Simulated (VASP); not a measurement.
Runs of VASP 6.6.1 on PbSe. The structure is that of space group Cmcm (No. 63), or close to it. The cells are those of the table. 

| cell | gap on the mesh (eV) | pressure (GPa) | largest force (eV/Å) |
| --- | --- | --- | --- |
| a = 6.458, b = 6.458, c = 4.421 Å, angles 90.0, 90.0, 141.3°, 4 atoms | 0.99 | (c) | 0.21 |
| a = 6.414, b = 6.414, c = 4.390 Å, angles 90.0, 90.0, 141.3°, 4 atoms | 0.96 | 3.2 | 0.32 |
| a = 6.501, b = 6.501, c = 4.450 Å, angles 90.0, 90.0, 141.3°, 4 atoms | (b) | 1.0 | 0.14 |
| a = 6.629, b = 6.629, c = 4.538 Å, angles 90.0, 90.0, 141.3°, 4 atoms | 1.05 | -1.5 | 0.19 |
| a = 6.369, b = 6.369, c = 4.360 Å, angles 90.0, 90.0, 141.3°, 4 atoms | 0.93 | 4.5 | 0.44 |
| a = 6.587, b = 6.587, c = 4.509 Å, angles 90.0, 90.0, 141.3°, 4 atoms | 1.04 | -0.8 | 0.11 |
| a = 6.545, b = 6.545, c = 4.480 Å, angles 90.0, 90.0, 141.3°, 4 atoms | 1.03 | 0.1 | (a) |

Alike in all rows: task single point; level PBE; potentials or basis VASP PAW PBE potentials, release 64 (Pb_d, Se); no spin polarisation; k mesh 7 × 7 × 6; cutoff (eV) 520; smearing fermi-dirac 0.05 eV.

Question: Estimate the missing entries.

Answer: (a) 0.06; (b) 1.02; (c) 2.1.

Caveats: spin-orbit coupling is left out, which moves the levels of the heavy elements.

A k mesh can miss the band edges, and the runs leave out spin-orbit coupling on Pb, Se.
